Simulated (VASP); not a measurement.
# Fe (Fd-3m) in VASP: notebook

Runs on Fe. Level: PBE. Tasks: single point, relaxation of cell and atoms.

All numbers are computed with VASP 6.6.1; they aren't measurements. Logs are shortened: lines on timing, memory, paths and dates and some standing lists are left out, and cuts for length are marked.

### Step 1. The cell of the first run

It takes space group Fd-3m (No. 227, cubic). The conventional cell has a = 4.896 Å, b = 4.896 Å, c = 4.896 Å, α = 90.00°, β = 90.00°, γ = 90.00°. Within 2.8 Å of Fe (site symmetry -43m) lie 4 Fe at 2.12 Å.

This isn't the form of Fe at room conditions, which is bcc.

### Step 2. Single point, PBE, collinear spin, ferromagnetic start

INCAR reads:

```
SYSTEM = Fe
PREC = Accurate
ENCUT = 520
EDIFF = 1E-7
ISMEAR = -1
SIGMA = 0.1
LREAL = .False.
LASPH = .True.
NELM = 150
ALGO = Normal
ISIF = 2
LWAVE = .False.
LCHARG = .False.
ISPIN = 2
MAGMOM = 2.5 2.5
LORBIT = 11
LMAXMIX = 4
GGA = PE
NBANDS = 19
```

KPOINTS reads:

```
Automatic mesh
0
Gamma
  14 14 14
  0 0 0
```

POSCAR reads:

```
Fe
1.0
    0.0000000000      2.4481842790      2.4481842790
    2.4481842790      0.0000000000      2.4481842790
    2.4481842790      2.4481842790      0.0000000000
Fe
2
Direct
   -0.1250000000     -0.1250000000     -0.1250000000
    0.1250000000      0.1250000000      0.1250000000
```

Potentials or basis: VASP PAW PBE potentials, release 64 (Fe).

Run with:

```console
$ cat potpaw_PBE.64/Fe/POTCAR > POTCAR
$ mpirun -np 1 vasp_std > vasp.out
```

OUTCAR:

```text
SYSTEM = Fe
   PREC = Accurate
   ENCUT = 520
   EDIFF = 1E-7
   ISMEAR = -1
   LREAL = .False.
   LASPH = .True.
   NELM = 150
   ISIF = 2
   ISPIN = 2
   LORBIT = 11
   GGA = PE

 ion  position               nearest neighbor table
   1  0.875  0.875  0.875-   2 2.12   2 2.12   2 2.12   2 2.12
   2  0.125  0.125  0.125-   1 2.12   1 2.12   1 2.12   1 2.12

  LATTYP: Found a face centered cubic cell.
 ALAT       =     4.8963685580

  Lattice vectors:

 A1 = (   0.0000000000,   2.4481842790,   2.4481842790)
 A2 = (   2.4481842790,   0.0000000000,   2.4481842790)
 A3 = (   2.4481842790,   2.4481842790,   0.0000000000)

Analysis of symmetry for initial positions (statically):
=====================================================================
 Subroutine PRICEL returns:
 Original cell was already a primitive cell.

 Routine SETGRP: Setting up the symmetry group for a
 face centered cubic supercell.

 Subroutine GETGRP returns: Found 48 space group operations
 (whereof 12 operations were pure point group operations)
 out of a pool of 48 trial point group operations.

The static configuration has the point symmetry D_3d.
 The point group associated with its full space group is O_h .

Analysis of symmetry for dynamics (positions and initial velocities):
=====================================================================
 Subroutine PRICEL returns:
 Original cell was already a primitive cell.

 Routine SETGRP: Setting up the symmetry group for a
 face centered cubic supercell.

 Subroutine GETGRP returns: Found 48 space group operations
 (whereof 12 operations were pure point group operations)
 out of a pool of 48 trial point group operations.

The dynamic configuration has the point symmetry D_3d.
 The point group associated with its full space group is O_h .

Analysis of structural, dynamic, and magnetic symmetry:
=====================================================================
 Subroutine PRICEL returns:
 Original cell was already a primitive cell.

 Routine SETGRP: Setting up the symmetry group for a
 face centered cubic supercell.

 Subroutine GETGRP returns: Found 48 space group operations
 (whereof 12 operations were pure point group operations)
 out of a pool of 48 trial point group operations.

The overall configuration has the point symmetry D_3d.
 The point group associated with its full space group is O_h .

 Subroutine INISYM returns: Found 48 space group operations
 (whereof 12 operations are pure point group operations),
 and found     1 'primitive' translations

----------------------------------------------------------------------------------------

                                     Primitive cell

  volume of cell :      29.3469
[... 115 lines left out ...]
   LHFCALC =     F    Hartree Fock is set to
   AEXX    =    0.0000 exact exchange contribution
   IVDW    =     0    specifies the selected vdW correction
   LEPSILON=     F    determine dielectric tensor
   LRPA    =     F    only Hartree local field effects (RPA)
 spin polarized calculation
  energy-cutoff  :      520.00
  volume of cell :       29.35
 maximum number of plane-waves:       808
 NGX is ok and might be reduce to    28
   NGX = 13   NGY = 13   NGZ = 13

 number of electron      16.0000003 magnetization       0.0000476

 number of electron      16.0000003 magnetization      -0.0000066

 Free energy of the ion-electron system (eV)
  ---------------------------------------------------
  ext. energy  EPLUGINS =         0.00000000
  ---------------------------------------------------
  free energy    TOTEN  =       -14.02823814 eV

  energy without entropy =      -13.94272724  energy(sigma->0) =      -13.98548269

 E-fermi :   3.4861     XC(G=0): -11.4426

 val. band max:        3.4838928204   @ k =  -0.2857   0.0714   0.0000
 cond. band min:       3.4993635606   @ k =   0.3571   0.0714   0.0000
 fundamental gap:      0.0154707402
 Fermi energy:         3.4861373341

 spin component 1

 k-point     1 :       0.0000    0.0000    0.0000
  band No.  band energies     occupation
      1      -3.1047      1.00000
      2       0.7962      1.00000
      3       0.7962      1.00000
      4       1.0805      1.00000
      5       1.0805      1.00000
      6       1.0805      1.00000
[... 517 lines left out ...]
     18      21.6139      0.00000
     19      22.9792      0.00000

 [... further k-points ...]

 spin component 2

 k-point     1 :       0.0000    0.0000    0.0000
  band No.  band energies     occupation
      1      -3.1047      1.00000
      2       0.7962      1.00000
      3       0.7962      1.00000
      4       1.0805      1.00000
      5       1.0805      1.00000
      6       1.0805      1.00000
[... 517 lines left out ...]
     18      21.6139      0.00000
     19      22.9792      0.00000

 [... further k-points ...]

------------------------ aborting loop because EDIFF is reached ----------------------------------------

  FORCE on cell =-STRESS in cart. coord.  units (eV):
  Direction    XX          YY          ZZ          XY          YZ          ZX
  --------------------------------------------------------------------------------------
  -------------------------------------------------------------------------------------
  Total       -0.5907950     -0.5907950     -0.5907950      0.0000000     -0.0000000      0.0000000
  in kB      -32.2541135    -32.2541135    -32.2541135      0.0000000     -0.0000000      0.0000000
  external PRESSURE =     -32.2541135 kB  Pullay stress =       0.0000000 kB

 VOLUME and BASIS-vectors are now :
 -----------------------------------------------------------------------------
  energy-cutoff  :      520.00
  volume of cell :       29.35
      direct lattice vectors                 reciprocal lattice vectors
     0.000000000  2.448184279  2.448184279    -0.204232992  0.204232992  0.204232992
     2.448184279  0.000000000  2.448184279     0.204232992 -0.204232992  0.204232992
     2.448184279  2.448184279  0.000000000     0.204232992  0.204232992 -0.204232992

 POSITION                                       TOTAL-FORCE (eV/Angst)
 -----------------------------------------------------------------------------------
      4.28432      4.28432      4.28432        -0.000000     -0.000000     -0.000000
      0.61205      0.61205      0.61205         0.000000      0.000000      0.000000
 -----------------------------------------------------------------------------------
    total drift:                                0.000000     -0.000000     -0.000000

  FREE ENERGIE OF THE ION-ELECTRON SYSTEM (eV)
  ---------------------------------------------------
  free  energy   TOTEN  =       -14.0282381354 eV

  energy  without entropy=      -13.9427272419  energy(sigma->0) =      -13.98548269

 total charge

# of ion       s       p       d       tot
------------------------------------------
    1        0.579   0.428   6.447   7.454
    2        0.579   0.428   6.447   7.454
--------------------------------------------------
tot          1.158   0.856  12.894  14.907

 magnetization (x)

# of ion       s       p       d       tot
------------------------------------------
    1        0.000   0.000  -0.000  -0.000
    2        0.000   0.000  -0.000  -0.000
--------------------------------------------------
tot          0.000   0.000  -0.000  -0.000
```

Run time: 3.6 min. Hardware: 1 thread of Intel Xeon Platinum 8375C at 2.90GHz (Ice Lake), shared host; peak memory 0.23 GiB.

What came out:

```
Free energy                                           : -14.0282 eV
Pressure                                              : -3.2 GPa
Band gap on the k mesh                                : zero (filled and empty bands overlap)
Net moment                                            : 0.00 μB per cell
Valence electrons inside the program's atomic spheres : Fe 7.45
```

Levels at points of the mesh, in eV from the Fermi level:
Spin up:
```csv
k point,band 5,band 6,band 7,band 8,band 9,band 10,band 11,band 12
"(0.00, 0.00, 0.00)",-2.41,-2.41,-0.39,-0.39,-0.39,1.20,1.20,14.13
"(0.50, 0.00, 0.00)",-2.42,-2.42,-1.07,0.16,0.16,0.95,0.95,2.42
"(0.50, 0.50, 0.00)",-1.38,-1.38,-0.72,-0.72,1.15,1.15,2.69,2.69
```
Spin down:
```
           k point  band 6  band 7  band 8  band 9  band 10  band 11
(0.00, 0.00, 0.00)   -2.41   -0.39   -0.39   -0.39     1.20     1.20
(0.50, 0.00, 0.00)   -2.42   -1.07    0.16    0.16     0.95     0.95
(0.50, 0.50, 0.00)   -1.38   -0.72   -0.72    1.15     1.15     2.69
```

Caveat: the cell stands under tension; the moments typed at the start vanished in this run.

### Step 3. Single point, PBE, collinear spin, ferromagnetic start

INCAR reads:

```
PREC = Accurate
ENCUT = 520
EDIFF = 1E-6
ISMEAR = -1
SIGMA = 0.1
LREAL = F
LASPH = T
NELM = 150
ALGO = Normal
ISIF = 2
LWAVE = F
LCHARG = F
ISPIN = 2
MAGMOM = 2.5 2.5
LORBIT = 11
LMAXMIX = 4
GGA = PE
NBANDS = 19
```

KPOINTS reads:

```
Automatic mesh
0
Gamma
  14 14 14
```

POSCAR is that of step 2.

Potentials or basis: VASP PAW PBE potentials, release 64 (Fe).

Run with:

```console
$ cat potpaw_PBE.64/Fe/POTCAR > POTCAR
$ mpirun -np 1 vasp_std > vasp.out
```

It took 3.2 min on 1 thread of Intel Xeon Platinum 8375C at 2.90GHz (Ice Lake), shared host; peak memory 0.22 GiB.

Results (log left out):

- Free energy: -14.0282 eV
- Pressure: -3.2 GPa
- Band gap on the k mesh: zero (filled and empty bands overlap)
- Net moment: 0.00 μB per cell
- Valence electrons inside the program's atomic spheres: Fe 7.45

Levels at points of the mesh, in eV from the Fermi level:
Spin up:
```csv
k point,band 4,band 5,band 6,band 7,band 8,band 9,band 10,band 11,band 12,band 13
"(0.00, 0.00, 0.00)",-2.41,-2.41,-2.41,-0.39,-0.39,-0.39,1.20,1.20,14.13,14.13
"(0.50, 0.00, 0.00)",-2.55,-2.42,-2.42,-1.07,0.16,0.16,0.95,0.95,2.42,10.60
"(0.50, 0.50, 0.00)",-2.34,-1.38,-1.38,-0.72,-0.72,1.15,1.15,2.69,2.69,5.38
```
Spin down:
| k point | band 5 | band 6 | band 7 | band 8 | band 9 | band 10 | band 11 | band 12 |
| --- | --- | --- | --- | --- | --- | --- | --- | --- |
| (0.00, 0.00, 0.00) | -2.41 | -2.41 | -0.39 | -0.39 | -0.39 | 1.20 | 1.20 | 14.13 |
| (0.50, 0.00, 0.00) | -2.42 | -2.42 | -1.07 | 0.16 | 0.16 | 0.95 | 0.95 | 2.42 |
| (0.50, 0.50, 0.00) | -1.38 | -1.38 | -0.72 | -0.72 | 1.15 | 1.15 | 2.69 | 2.69 |

Caveat: the cell stands under tension; the moments typed at the start vanished in this run.

### Step 4. Relaxation of cell and atoms, PBE, collinear spin, ferromagnetic start, target pressure -1.9 GPa, at which the enthalpy is minimised

This run uses another cell than the first one, of 14.41 Å³/atom.

INCAR reads:

```
SYSTEM = Fe
PREC = Accurate ; ENCUT = 600
EDIFF = 1E-7 ; ISMEAR = -1
SIGMA = 0.1 ; LREAL = .FALSE.
LASPH = .TRUE. ; NELM = 150
ALGO = Normal ; ISIF = 3
LWAVE = .FALSE. ; LCHARG = .FALSE.
ISPIN = 2 ; MAGMOM = 2.5 2.5
LORBIT = 11 ; LMAXMIX = 4
GGA = PE ; IBRION = 2
NSW = 60 ; EDIFFG = -0.005
PSTRESS = -19.0
```

KPOINTS reads:

```
Automatic mesh
0
G
  14 14 14
  0 0 0
```

POSCAR reads:

```
Fe
1.0
    0.0000000000      2.4335465496      2.4335465496
    2.4335465496      0.0000000000      2.4335465496
    2.4335465496      2.4335465496      0.0000000000
Fe
2
Direct
   -0.1250000000     -0.1250000000     -0.1250000000
    0.1250000000      0.1250000000      0.1250000000
```

Run with:

```console
$ cat potpaw_PBE.64/Fe/POTCAR > POTCAR
$ mpirun -np 1 vasp_std > vasp.out
```

Run time: 5.6 min. Hardware: 1 thread of Oxide Virtual Turin-like, shared host; peak memory 0.2 GiB.

The run converged. Its results:

```yaml
Free_energy: -14.0322 eV
Relaxed_volume: 14.53 Å³/atom
Relaxed_cell: a = 3.451 Å, b = 3.451 Å, c = 3.451 Å, α = 60.00°, β = 60.00°, γ = 60.00°
Space_group_after_relaxing_to_0.1_Å: Fd-3m (No. 227)
Energy_change_on_relaxing_the_run_minimises_the_enthalpy: +1.0 meV/atom
Ionic_steps: 3
Pressure_after_relaxing: -1.9 GPa
Band_gap_on_the_k_mesh: zero (filled and empty bands overlap)
Net_moment: 0.00 μB per cell
Valence_electrons_inside_the_program's_atomic_spheres: Fe 7.47
```

The path:
```tsv
step	energy change (eV)	largest force (eV/Å)	pressure (GPa)	volume (Å³)
1	0.0000	0.0000	-0.73	28.82
2	0.0051	0.0000	-2.91	29.27
3	0.0019	0.0000	-1.89	29.06
```

Final structure:
```xyz
2
Lattice="0.0000 2.4401 2.4401 2.4401 0.0000 2.4401 2.4401 2.4401 0.0000" Properties=species:S:1:pos:R:3 pbc="T T T"
Fe    4.2701    4.2701    4.2701
Fe    0.6100    0.6100    0.6100
```

Levels at points of the mesh, in eV from the Fermi level:
Spin up:
```csv
k point,band 5,band 6,band 7,band 8,band 9,band 10,band 11,band 12
"(0.00, 0.00, 0.00)",-2.43,-2.43,-0.40,-0.40,-0.40,1.22,1.22,14.23
"(0.50, 0.00, 0.00)",-2.45,-2.45,-1.08,0.16,0.16,0.97,0.97,2.46
"(0.50, 0.50, 0.00)",-1.38,-1.38,-0.73,-0.73,1.17,1.17,2.71,2.71
```
Spin down:
```tsv
k point	band 5	band 6	band 7	band 8	band 9	band 10	band 11	band 12
(0.00, 0.00, 0.00)	-2.43	-2.43	-0.40	-0.40	-0.40	1.22	1.22	14.23
(0.50, 0.00, 0.00)	-2.45	-2.45	-1.08	0.16	0.16	0.97	0.97	2.46
(0.50, 0.50, 0.00)	-1.38	-1.38	-0.73	-0.73	1.17	1.17	2.71	2.71
```

Caveat: the cell is relaxed towards a set pressure, so the run minimises the enthalpy, not the energy; the moments typed at the start vanished in this run.

### Step 5. Relaxation of cell and atoms, PBE, collinear spin, ferromagnetic start, target pressure -1.9 GPa, at which the enthalpy is minimised

INCAR reads:

```
SYSTEM = Fe
  ALGO = Normal
  EDIFF = 1E-6
  EDIFFG = -0.005
  ENCUT = 600
  GGA = PE
  IBRION = 2
  ISIF = 3
  ISMEAR = -1
  ISPIN = 2
  LASPH = .TRUE.
  LCHARG = .FALSE.
  LMAXMIX = 4
  LORBIT = 11
  LREAL = .FALSE.
  LWAVE = .FALSE.
  MAGMOM = 2.5 2.5
  NELM = 150
  NSW = 32
  PREC = Accurate
  PSTRESS = -19.0
  SIGMA = 0.1
```

KPOINTS reads:

```
k-points
0
G
  14 14 14
  0 0 0
```

POSCAR reads:

```
Fe
1.0
    0.0000000000      2.4481842790      2.4481842790
    2.4481842790      0.0000000000      2.4481842790
    2.4481842790      2.4481842790      0.0000000000
Fe
2
Direct
   -0.1250000000     -0.1250000000     -0.1250000000
    0.1250000000      0.1250000000      0.1250000000
```

Run with:

```console
$ cat potpaw_PBE.64/Fe/POTCAR > POTCAR
$ mpirun -np 1 vasp_std > vasp.out
```

Wall time 7.4 min (1 thread of Oxide Virtual Turin-like, shared host); peak memory 0.2 GiB.

It converged, with:

| Property | Result |
| --- | --- |
| Free energy | -14.0324 eV |
| Relaxed volume | 14.53 Å³/atom |
| Relaxed cell | a = 3.451 Å, b = 3.451 Å, c = 3.451 Å, α = 60.00°, β = 60.00°, γ = 60.00° |
| Space group after relaxing (to 0.1 Å) | Fd-3m (No. 227) |
| Energy change on relaxing (the run minimises the enthalpy) | -2.4 meV/atom |
| Ionic steps | 3 |
| Pressure after relaxing | -1.9 GPa |
| Band gap on the k mesh | zero (filled and empty bands overlap) |
| Net moment | 0.00 μB per cell |
| Valence electrons inside the program's atomic spheres | Fe 7.47 |

Step by step:
| step | energy change (eV) | largest force (eV/Å) | pressure (GPa) | volume (Å³) |
| --- | --- | --- | --- | --- |
| 1 | 0.0000 | 0.0000 | -3.26 | 29.35 |
| 2 | -0.0067 | 0.0000 | -0.71 | 28.82 |
| 3 | -0.0048 | 0.0000 | -1.89 | 29.05 |

Final structure:
```
Fe
1.0
     0.00000    2.44001    2.44001
     2.44001    0.00000    2.44001
     2.44001    2.44001    0.00000
Fe
2
Direct
  0.87500 0.87500 0.87500
  0.12500 0.12500 0.12500
```

Levels at points of the mesh, in eV from the Fermi level:
Spin up:
| k point | band 5 | band 6 | band 7 | band 8 | band 9 | band 10 | band 11 | band 12 |
| --- | --- | --- | --- | --- | --- | --- | --- | --- |
| (0.00, 0.00, 0.00) | -2.43 | -2.43 | -0.40 | -0.40 | -0.40 | 1.22 | 1.22 | 14.24 |
| (0.50, 0.00, 0.00) | -2.45 | -2.45 | -1.08 | 0.16 | 0.16 | 0.97 | 0.97 | 2.46 |
| (0.50, 0.50, 0.00) | -1.38 | -1.38 | -0.73 | -0.73 | 1.17 | 1.17 | 2.72 | 2.72 |
Spin down:
| k point | band 4 | band 5 | band 6 | band 7 | band 8 | band 9 | band 10 | band 11 | band 12 | band 13 |
| --- | --- | --- | --- | --- | --- | --- | --- | --- | --- | --- |
| (0.00, 0.00, 0.00) | -2.43 | -2.43 | -2.43 | -0.40 | -0.40 | -0.40 | 1.22 | 1.22 | 14.24 | 14.24 |
| (0.50, 0.00, 0.00) | -2.58 | -2.45 | -2.45 | -1.08 | 0.16 | 0.16 | 0.97 | 0.97 | 2.46 | 10.69 |
| (0.50, 0.50, 0.00) | -2.37 | -1.38 | -1.38 | -0.73 | -0.73 | 1.17 | 1.17 | 2.72 | 2.72 | 5.41 |

Caveat: the cell is relaxed towards a set pressure, so the run minimises the enthalpy, not the energy; the moments typed at the start vanished in this run.
